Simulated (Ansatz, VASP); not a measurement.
# Zn in VASP and in Ansatz

```
Zn
1.0
     0.00000    1.92467    1.92467
     1.92467    0.00000    1.92467
     1.92467    1.92467    0.00000
Zn
1
Direct
  0.00000 0.00000 0.00000
```

Alike in both runs: task single point; functional PBE0; k mesh 6 × 6 × 6; occupations fermi-dirac, width 0.05 eV; no spin polarisation.

|  | VASP | Ansatz |
| --- | --- | --- |
| version | VASP 6.6.1 | Ansatz 0.2.0 |
| potentials or method | VASP PAW PBE potentials, release 64 (Zn) | Ansatz PAW |
| plane-wave cutoff (eV) | 520 | 420 |
| valence electrons in the cell | 12 | 12 |

VASP gave:

```
gap on the k mesh at the Fermi level (eV) : none
pressure (GPa)                            : 4.5
```

**Question.** Which values does Ansatz return?

**Answer.** gap on the k mesh at the Fermi level (eV): none; pressure (GPa): 4.3.

A gap of «none» marks a metal or a gap that the smearing closes.

The k mesh is coarse, so the values compare programs but aren't converged.
